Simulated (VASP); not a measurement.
**TaGe4Pt: single point with PBE**

The system is TaGe4Pt.

```
Ta Ge Pt
1.0
     4.71720   -1.59484    0.07082
     4.71720    1.59484    0.07082
    -3.82753    0.00000    7.00401
Ta Ge Pt
1 4 1
Direct
  0.14361 0.14361 0.19284
  0.38919 0.38919 0.11441
  0.15715 0.15715 0.53927
  0.86505 0.86505 0.46151
  0.60295 0.60295 0.89401
  0.84205 0.84205 0.79796
```

| Item | Value |
| --- | --- |
| Program | VASP 6.6.1 |
| Task | single point |
| Functional | PBE |
| Potentials or basis | VASP PAW PBE potentials, release 64 (Ta_pv, Ge_d, Pt) |
| Cutoff | 520 eV |
| k mesh | 5 × 5 × 3 |
| Occupations | gaussian, width 0.2 eV |
| Spin | no spin polarisation |
| Dipole correction | no |
| Further INCAR settings | ALGO = Normal; EDIFF = 1e-06; NBANDS = 48 |

The pressure is 0.6 GPa and the largest force is 0.079 eV/Å.

Forces in eV/Å, atoms in the order of the input:
```
Ta   0.060  0.000  0.052
Ge  -0.037  0.000  0.004
Ge  -0.007  0.000 -0.040
Ge   0.024  0.000 -0.043
Ge   0.011  0.000 -0.016
Pt  -0.050  0.000  0.043
```

Stress tensor (GPa, compression positive):
```
 0.39  0.00 -0.06
 0.00  0.68  0.00
-0.06  0.00  0.62
```

Levels at points of the mesh, in eV from the Fermi level:
```
           k point  band 34  band 35  band 36  band 37  band 38  band 39  band 40  band 41  band 42  band 43
(0.00, 0.00, 0.00)    -2.59    -1.99    -1.87    -0.78     0.51     0.94     1.01     1.54     3.22     4.43
```

It took 110 s on 1 thread of AMD EPYC 9R45 96-Core Processor (Zen 5), on a shared host, peak memory 0.32 GiB.

Caveat: the k points lie up to 0.42 Å⁻¹ apart; spin-orbit coupling is left out, which moves the levels of the heavy elements.
